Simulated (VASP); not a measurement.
# Te2Pt (P-3m1) in VASP: a series of runs

Runs on Te2Pt. Level: PBEsol. Tasks: single point, relaxation of cell and atoms.

All numbers are computed with VASP 6.6.1; they aren't measurements. Logs are shortened: lines on timing, memory, paths and dates and some standing lists are left out, and cuts for length are marked.

### 1 The cell of the first run

The structure is trigonal, space group P-3m1 (No. 164). Conventional cell: a = 4.038 Å, b = 4.038 Å, c = 5.178 Å, α = 90.00°, β = 90.00°, γ = 120.00°. Te (site symmetry 3m) has 3 Pt at 2.69 Å and 6 Te at 3.40 to 3.57 Å within 3.6 Å. Pt (site symmetry -3m) has 6 Te at 2.69 Å within 3.6 Å.

### 2 Single point, PBEsol

Contents of INCAR:

```
SYSTEM = Te2Pt
PREC = Accurate
ENCUT = 500
EDIFF = 1E-6
ISMEAR = 0
SIGMA = 0.1
LREAL = .FALSE.
LASPH = .TRUE.
NELM = 120
ALGO = Normal
ISIF = 2
LWAVE = .FALSE.
LCHARG = .TRUE.
GGA = PS
LELF = .TRUE.
LVHAR = .TRUE.
NBANDS = 18
GGA_COMPAT = .FALSE.
```

Contents of KPOINTS:

```
regular mesh
0
G
  6 6 4
  0 0 0
```

Contents of POSCAR:

```
Te2Pt
1.0
    4.0375596801      0.0000000000      0.0000000000
   -2.0187798400      3.4966292523      0.0000000000
    0.0000000000      0.0000000000      5.1783598542
Te Pt
2 1
Direct
    0.3333333333      0.6666666667      0.2609155583
    0.6666666667      0.3333333333      0.7390844417
    0.0000000000      0.0000000000      0.0000000000
```

Potentials or basis: VASP PAW PBE potentials, release 64 (Te, Pt).

Run with:

```bash
$ cat potpaw_PBE.64/Te/POTCAR potpaw_PBE.64/Pt/POTCAR > POTCAR
$ mpirun -np 1 vasp_std > vasp.out
```

OUTCAR:

```text
SYSTEM = Te2Pt
   PREC = Accurate
   ENCUT = 500
   EDIFF = 1E-6
   ISMEAR = 0
   LREAL = .FALSE.
   LASPH = .TRUE.
   NELM = 120
   ISIF = 2
   GGA = PS

 ion  position               nearest neighbor table
   1  0.333  0.667  0.261-   3 2.69   3 2.69   3 2.69   2 3.40   2 3.40   2 3.40   2 3.57   2 3.57
                             2 3.57
   2  0.667  0.333  0.739-   3 2.69   3 2.69   3 2.69   1 3.40   1 3.40   1 3.40   1 3.57   1 3.57
                             1 3.57
   3  0.000  0.000  0.000-   1 2.69   2 2.69   2 2.69   1 2.69   2 2.69   1 2.69

  LATTYP: Found a hexagonal cell.
 ALAT       =     4.0375596801
 C/A-ratio  =     1.2825469503

  Lattice vectors:

 A1 = (   4.0375596801,   0.0000000000,   0.0000000000)
 A2 = (  -2.0187798400,   3.4966292523,   0.0000000000)
 A3 = (   0.0000000000,   0.0000000000,   5.1783598542)

Analysis of symmetry for initial positions (statically):
=====================================================================
 Subroutine PRICEL returns:
 Original cell was already a primitive cell.

 Routine SETGRP: Setting up the symmetry group for a
 hexagonal supercell.

 Subroutine GETGRP returns: Found 12 space group operations
 (whereof 12 operations were pure point group operations)
 out of a pool of 24 trial point group operations.

The static configuration has the point symmetry D_3d.

Analysis of symmetry for dynamics (positions and initial velocities):
=====================================================================
 Subroutine PRICEL returns:
 Original cell was already a primitive cell.

 Routine SETGRP: Setting up the symmetry group for a
 hexagonal supercell.

 Subroutine GETGRP returns: Found 12 space group operations
 (whereof 12 operations were pure point group operations)
 out of a pool of 24 trial point group operations.

The dynamic configuration has the point symmetry D_3d.

 Subroutine INISYM returns: Found 12 space group operations
 (whereof 12 operations are pure point group operations),
 and found     1 'primitive' translations

----------------------------------------------------------------------------------------

                                     Primitive cell

  volume of cell :      73.1073

  direct lattice vectors                    reciprocal lattice vectors
     4.037559680  0.000000000  0.000000000     0.247674358  0.142994857  0.000000000
    -2.018779840  3.496629252  0.000000000     0.000000000  0.285989714  0.000000000
     0.000000000  0.000000000  5.178359854     0.000000000  0.000000000  0.193111338

  length of vectors
     4.037559680  4.037559680  5.178359854     0.285989714  0.285989714  0.193111338

  position of ions in fractional coordinates (direct lattice)
     0.333333333  0.666666667  0.260915558
     0.666666667  0.333333333  0.739084442
     0.000000000  0.000000000  0.000000000

  ion indices of the primitive-cell ions
   primitive index   ion index
                 1           1
                 2           2
                 3           3

----------------------------------------------------------------------------------------

 KPOINTS: regular mesh

Automatic generation of k-mesh.
 Grid dimensions read from file:
 generate k-points for:    6    6    4

 Generating k-lattice:

  Cartesian coordinates                     Fractional coordinates (reciprocal lattice)
     0.041279060  0.023832476  0.000000000     0.166666667  0.000000000  0.000000000
     0.000000000  0.047664952  0.000000000     0.000000000  0.166666667  0.000000000
     0.000000000  0.000000000  0.048277834     0.000000000  0.000000000  0.250000000

  Length of vectors
     0.047664952  0.047664952  0.048277834

  Shift w.r.t. Gamma in fractional coordinates (k-lattice)
     0.000000000  0.000000000  0.000000000

 Subroutine IBZKPT returns following result:
 ===========================================

 Found     24 irreducible k-points:

 Following reciprocal coordinates:
            Coordinates               Weight
  0.000000  0.000000  0.000000      1.000000
  0.166667  0.000000  0.000000      6.000000
  0.333333  0.000000  0.000000      6.000000
  0.500000  0.000000  0.000000      3.000000
  0.166667  0.166667  0.000000      6.000000
  0.333333  0.166667  0.000000     12.000000
[... 16 lines left out ...]
  0.333333  0.166667  0.500000     12.000000
  0.333333  0.333333  0.500000      2.000000
   k-points           NKPTS =     24   k-points in BZ     NKDIM =     24   number of bands    NBANDS=     18
   number of dos      NEDOS =    301   number of ions     NIONS =      3
   total plane-waves  NPLWV =  36000
   dimension x,y,z NGX =    30 NGY =   30 NGZ =   40
   dimension x,y,z NGXF=    60 NGYF=   60 NGZF=   80
   ions per type =               2   1
   NGX,Y,Z   is equivalent  to a cutoff of  12.35, 12.35, 12.84 a.u.
   NGXF,Y,Z  is equivalent  to a cutoff of  24.70, 24.70, 25.68 a.u.
 SYSTEM =  Te2Pt
   PREC   = accura    normal or accurate (medium, high low for compatibility)
   ISTART =      0    job   : 0-new  1-cont  2-samecut
   ICHARG =      2    charge: 1-file 2-atom 10-const
   ISPIN  =      1    spin polarized calculation?
   LNONCOLLINEAR =      F non collinear calculations
   LSORBIT =      F    spin-orbit coupling
   LASPH  =      T    aspherical Exc in radial PAW
   ENCUT  =  500.0 eV  36.75 Ry    6.06 a.u.   7.36  7.36  9.44*2*pi/ulx,y,z
   NELM   =    120;   NELMIN=  2; NELMDL= -5     # of ELM steps
   EDIFF  = 0.1E-05   stopping-criterion for ELM
   LREAL  =      F    real-space projection
   EDIFFG = 0.1E-04   stopping-criterion for IOM
   NSW    =      0    number of steps for IOM
   IBRION =     -1    ionic relax: 0-MD 1-quasi-New 2-CG
   NFREE  =      0    steps in history (QN), initial steepest desc. (CG)
   ISIF   =      2    stress and relaxation
   ISYM   =      2    0-nonsym 1-usesym 2-fastsym
   POTIM  = 0.5000    time-step for ionic-motion
   TEBEG  =    0.0;   TEEND  =   0.0 temperature during run
   PSTRESS=    0.0 pullay stress
   NELECT =      22.0000    total number of electrons
   NUPDOWN=      -1.0000    fix difference up-down
   EMIN   =  10.00;   EMAX   =-10.00  energy-range for DOS
   EFERMI =   0.00;   METHOD = LEGACY
   ISMEAR =     0;   SIGMA  =   0.10  broadening in eV -4-tet -1-fermi 0-gaus
   EFERMI_NEDOS =   21; number of points for ismear=-14 and -15
   IALGO  =     38    algorithm
   IMIX   =      4    mixing-type and parameters
     AMIX     =   0.40;   BMIX     =  1.00
     AMIX_MAG =   1.60;   BMIX_MAG =  1.00
  volume/ion in A,a.u.               =      24.37       164.45
  Fermi-wavevector in a.u.,A,eV,Ry     =   1.097056  2.073135 16.375046  1.203532
  Thomas-Fermi vector in A             =   2.233409
   LORBIT       =      0    0 simple, 1 ext, 2 COOP (PROOUT), +10 PAW based schemes
   GGA     = PS    functional components
   LHFCALC =     F    Hartree Fock is set to
   AEXX    =    0.0000 exact exchange contribution
   IVDW    =     0    specifies the selected vdW correction
   LEPSILON=     F    determine dielectric tensor
   LRPA    =     F    only Hartree local field effects (RPA)
 non-spin polarized calculation
 Gauss-broadening in eV      SIGMA  =   0.10
  energy-cutoff  :      500.00
  volume of cell :       73.11
 maximum number of plane-waves:      1891
 NGX is ok and might be reduce to    30
   NGX = 15   NGY = 15   NGZ = 19

 number of electron      21.9999995 magnetization

 Free energy of the ion-electron system (eV)
  ---------------------------------------------------
  ext. energy  EPLUGINS =         0.00000000
  ---------------------------------------------------
  free energy    TOTEN  =       -15.26342755 eV

  energy without entropy =      -15.25894403  energy(sigma->0) =      -15.26118579

 E-fermi :   8.6040     XC(G=0): -10.7002

 val. band max:        8.5580003055   @ k =   0.1667   0.1667   0.0000
 cond. band min:       8.7027180411   @ k =   0.5000   0.0000   0.0000
 fundamental gap:      0.1447177356
 Fermi energy:         8.6039693346

 k-point     1 :       0.0000    0.0000    0.0000
  band No.  band energies     occupation
      1      -5.4959      2.00000
      2      -2.0166      2.00000
      3       1.8147      2.00000
      4       2.8550      2.00000
      5       2.8550      2.00000
      6       4.8279      2.00000
[... 10 lines left out ...]
     17      14.4798      0.00000
     18      17.9004      0.00000

 k-point     2 :       0.1667    0.0000    0.0000
  band No.  band energies     occupation
      1      -5.1981      2.00000
      2      -2.1877      2.00000
      3       2.1549      2.00000
      4       3.0131      2.00000
      5       3.0875      2.00000
      6       4.5106      2.00000
[... 10 lines left out ...]
     17      15.0175      0.00000
     18      15.8730      0.00000

 k-point     3 :       0.3333    0.0000    0.0000
  band No.  band energies     occupation
      1      -4.3966      2.00000
      2      -2.6245      2.00000
      3       2.6497      2.00000
      4       3.1943      2.00000
      5       3.3565      2.00000
      6       3.9527      2.00000
[... 10 lines left out ...]
     17      14.7000      0.00000
     18      16.2092      0.00000

 k-point     4 :       0.5000    0.0000    0.0000
  band No.  band energies     occupation
      1      -3.5742      2.00000
      2      -3.1891      2.00000
      3       1.8827      2.00000
      4       3.5085      2.00000
      5       3.7926      2.00000
      6       4.8505      2.00000
[... 10 lines left out ...]
     17      14.3179      0.00000
     18      18.8688      0.00000

 k-point     5 :       0.1667    0.1667    0.0000
  band No.  band energies     occupation
      1      -4.6469      2.00000
      2      -2.4687      2.00000
      3       2.7176      2.00000
      4       3.2893      2.00000
      5       3.3773      2.00000
      6       3.6769      2.00000
[... 10 lines left out ...]
     17      16.0686      0.00000
     18      16.5406      0.00000

 k-point     6 :       0.3333    0.1667    0.0000
  band No.  band energies     occupation
      1      -3.7740      2.00000
      2      -2.9243      2.00000
      3       2.1544      2.00000
      4       3.1965      2.00000
      5       3.6135      2.00000
      6       3.8882      2.00000
[... 10 lines left out ...]
     17      16.3390      0.00000
     18      16.8217      0.00000

 k-point     7 :       0.3333    0.3333    0.0000
  band No.  band energies     occupation
      1      -3.2201      2.00000
      2      -3.2201      2.00000
      3       1.8407      2.00000
      4       3.0577      2.00000
      5       3.0577      2.00000
      6       4.2517      2.00000
[... 10 lines left out ...]
     17      16.0335      0.00000
     18      18.1472      0.00000

 k-point     8 :       0.0000    0.0000    0.2500
  band No.  band energies     occupation
      1      -5.1997      2.00000
      2      -2.8837      2.00000
      3       2.9030      2.00000
      4       2.9030      2.00000
      5       2.9111      2.00000
      6       4.8078      2.00000
[... 10 lines left out ...]
     17      14.1055      0.00000
     18      16.7021      0.00000
[... 229 lines left out ...]
     17      14.9883      0.00000
     18      15.4743      0.00000

 k-point    20 :       0.3333    0.0000    0.5000
  band No.  band energies     occupation
      1      -3.6917      2.00000
      2      -3.4331      2.00000
      3       2.1106      2.00000
      4       2.6410      2.00000
      5       3.2120      2.00000
      6       4.6096      2.00000
[... 10 lines left out ...]
     17      16.8033      0.00000
     18      17.0787      0.00000

 k-point    21 :       0.5000    0.0000    0.5000
  band No.  band energies     occupation
      1      -3.4941      2.00000
      2      -3.0074      2.00000
      3       1.3600      2.00000
      4       2.7455      2.00000
      5       3.1990      2.00000
      6       4.1500      2.00000
[... 10 lines left out ...]
     17      16.9741      0.00000
     18      17.8448      0.00000

 k-point    22 :       0.1667    0.1667    0.5000
  band No.  band energies     occupation
      1      -3.8188      2.00000
      2      -3.5808      2.00000
      3       2.3374      2.00000
      4       2.7729      2.00000
      5       3.6644      2.00000
      6       4.1472      2.00000
[... 10 lines left out ...]
     17      15.6031      0.00000
     18      16.6617      0.00000

 k-point    23 :       0.3333    0.1667    0.5000
  band No.  band energies     occupation
      1      -3.4027      2.00000
      2      -3.1556      2.00000
      3       1.8359      2.00000
      4       2.4970      2.00000
      5       3.4968      2.00000
      6       4.1553      2.00000
[... 10 lines left out ...]
     17      16.1727      0.00000
     18      17.0289      0.00000

 k-point    24 :       0.3333    0.3333    0.5000
  band No.  band energies     occupation
      1      -3.1398      2.00000
      2      -3.1398      2.00000
      3       2.4765      2.00000
      4       2.4765      2.00000
      5       2.6549      2.00000
      6       4.3802      2.00000
[... 10 lines left out ...]
     17      15.4850      0.00000
     18      16.7046      0.00000

------------------------ aborting loop because EDIFF is reached ----------------------------------------

  FORCE on cell =-STRESS in cart. coord.  units (eV):
  Direction    XX          YY          ZZ          XY          YZ          ZX
  --------------------------------------------------------------------------------------
  -------------------------------------------------------------------------------------
  Total       -0.0362562     -0.0362562     -0.0582167     -0.0000000      0.0000000     -0.0000000
  in kB       -0.7945700     -0.7945700     -1.2758427     -0.0000000      0.0000000     -0.0000000
  external PRESSURE =      -0.9549942 kB  Pullay stress =       0.0000000 kB

 VOLUME and BASIS-vectors are now :
 -----------------------------------------------------------------------------
  energy-cutoff  :      500.00
  volume of cell :       73.11
      direct lattice vectors                 reciprocal lattice vectors
     4.037559680  0.000000000  0.000000000     0.247674358  0.142994857  0.000000000
    -2.018779840  3.496629252  0.000000000     0.000000000  0.285989714  0.000000000
     0.000000000  0.000000000  5.178359854     0.000000000  0.000000000  0.193111338

 POSITION                                       TOTAL-FORCE (eV/Angst)
 -----------------------------------------------------------------------------------
     -0.00000      2.33109      1.35111        -0.000000     -0.000000     -0.006671
      2.01878      1.16554      3.82725        -0.000000      0.000000      0.006671
      0.00000      0.00000      0.00000         0.000000     -0.000000      0.000000
 -----------------------------------------------------------------------------------
    total drift:                                0.000000      0.000000      0.000000

  FREE ENERGIE OF THE ION-ELECTRON SYSTEM (eV)
  ---------------------------------------------------
  free  energy   TOTEN  =       -15.2634275456 eV

  energy  without entropy=      -15.2589440300  energy(sigma->0) =      -15.26118579
```

Wall time 25 s (1 thread of Intel Xeon Platinum 8259CL at 2.50GHz (Skylake/Cascade Lake), shared host); peak memory 0.19 GiB.

What came out:

| Property | Result |
| --- | --- |
| Free energy | -15.2634 eV |
| Pressure | -0.1 GPa |
| Largest force | 0.007 eV/Å |
| Band gap on the k mesh | zero (band 11 reaches 9.54 eV, above the bottom of band 12 at 8.39 eV) |

Forces on the atoms (eV/Å):
```
Te   0.000  0.000 -0.007
Te   0.000  0.000  0.007
Pt   0.000  0.000  0.000
```

Levels at points of the mesh, in eV from the Fermi level:
| k point | band 9 | band 10 | band 11 | band 12 | band 13 | band 14 |
| --- | --- | --- | --- | --- | --- | --- |
| (0.00, 0.00, 0.00) | -0.49 | -0.49 | 0.94 | 0.94 | 1.55 | 2.56 |
| (0.50, 0.00, 0.00) | -3.42 | -3.42 | -2.89 | 0.10 | 2.59 | 3.82 |
| (0.00, 0.00, 0.50) | -1.39 | -1.22 | -1.22 | 2.23 | 2.23 | 4.09 |
| (0.50, 0.00, 0.50) | -3.25 | -2.38 | -0.74 | 0.37 | 1.34 | 4.25 |

Caveat: the PAW data sets were made with another functional, which shifts forces and pressure a little; spin-orbit coupling is left out, which moves the levels of the heavy elements.

(Continued in part 2 of 2.)
